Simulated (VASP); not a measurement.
A run of VASP 6.6.1:

File INCAR:

```
SYSTEM = Si62P
ALGO = Normal
EDIFF = 1E-6
ENCUT = 520
GGA = PE
ISIF = 2
ISMEAR = 0
LASPH = .True.
LCHARG = .True.
LELF = .True.
LREAL = Auto
LVHAR = .True.
LWAVE = .False.
NBANDS = 164
NELECT = 254.0
NELM = 80
PREC = Accurate
SIGMA = 0.02
```

Contents of KPOINTS:

```
k-points
0
Gamma
  1 1 1
  0 0 0
```

File POSCAR:

```
Si62P
1.0
   10.8600000000      0.0000000000      0.0000000000
    0.0000000000     10.8600000000      0.0000000000
    0.0000000000      0.0000000000     10.8600000000
Si P
62 1
Direct
    0.4997405705     -0.0001363063      0.0007135770
    0.6271543041      0.1248951676      0.1248952923
    0.7527556968      0.2534509260      0.0047410115
    0.8801217932      0.3778739806      0.1324195840
    0.7520576945      0.0009848073      0.2520443991
    0.8786710014      0.1271041985      0.3764588010
   -0.0009666796     -0.0057581133      0.0019063151
    0.1269333947      0.1241607533      0.1186326761
    0.2501956835      0.2518245486     -0.0058043014
    0.3754888310      0.3717346046      0.1247168845
    0.4990244594      0.4986236299      0.0012919233
    0.6312261535      0.6210766084      0.1328239129
    0.7493973217      0.7478021171      0.0031977699
    0.8747509445      0.8690669090      0.1312874739
    0.2552086026      0.0044592570      0.2452064872
    0.3819662897      0.1240879020      0.3733493467
    0.5061591591      0.2520323433      0.2501126913
    0.6316960145      0.3779822393      0.3773468239
    0.7702214671      0.5065870178      0.2698503398
    0.9085175034      0.6243312249      0.4158781867
    0.4985989840     -0.0058750857      0.5013588133
    0.6202464978      0.1266964880      0.6243361664
    0.7528713564      0.2498347585      0.5036222229
    0.8753466199      0.3795107773      0.6245006525
    0.7449971773      0.0076092070      0.7554537899
    0.8761934645      0.1268625379      0.8799796059
    0.0000873034      0.5003361337     -0.0005269995
    0.1241577629      0.6218619587      0.1280329066
    0.2493619630      0.7462375270     -0.0002469414
    0.3762874859      0.8718894051      0.1241323118
    0.0087035336      0.2482773222      0.2496872203
    0.2490865841      0.4928586641      0.2514670884
    0.3726684097      0.6218777650      0.3761896317
    0.5008523759      0.7463746036      0.2510587129
    0.6277489655      0.8717490421      0.3760333784
    0.0000976853     -0.0004460722      0.5003942548
    0.1239339688      0.1272035229      0.6218157646
    0.2509849909      0.2480702327      0.4917817950
    0.3680509813      0.3779007549      0.6202828459
    0.5010656275      0.5003201213      0.5003805692
    0.6249113677      0.6257302267      0.6266342069
    0.7551938674      0.7499485317      0.5060020567
    0.8696289143      0.8833838774      0.6307955540
    0.2484360035      0.0010854088      0.7484104746
    0.3756507573      0.1249400692      0.8732185622
    0.4958042464      0.2536278586      0.7477674859
    0.6243529935      0.3752219091      0.8762797283
    0.7491119123      0.5003871937      0.7513727643
    0.8740348337      0.6257269441      0.8754179360
    0.0037885445      0.7456339673      0.2589317112
    0.1292800246      0.8810753970      0.3712530969
    0.0849589170      0.6249191875      0.5920579112
    0.2418451537      0.7456904485      0.4965470040
    0.3691385014      0.8691840409      0.6256042151
   -0.0033050071      0.2503158582      0.7472475339
    0.1230841920      0.3780501673      0.8687865389
    0.2305568261      0.5065920756      0.7301886485
    0.3675400556      0.6211283782      0.8691088100
    0.4972109787      0.7480572973      0.7511354423
    0.6234721594      0.8740486090      0.8771402822
   -0.0053531802      0.7503348147      0.7454340957
    0.1245893014      0.8719538605      0.8730062686
    0.1256547932      0.3723160986      0.3750954880
```

Potentials or basis: VASP PAW PBE potentials, release 64 (Si, P).

Launch:

```console
$ cat potpaw_PBE.64/Si/POTCAR potpaw_PBE.64/P/POTCAR > POTCAR
$ mpirun -np 1 vasp_gam > vasp.out
```

Hardware: 1 thread of AMD EPYC 9R45 96-Core Processor (Zen 5) (shared host).

Task: How long does it take, and how much memory?

Result: Run time: 4.8 min on 1 thread of AMD EPYC 9R45 96-Core Processor (Zen 5), on a shared host, peak memory 1 GiB. Counts: scf iterations 18, k points 1.
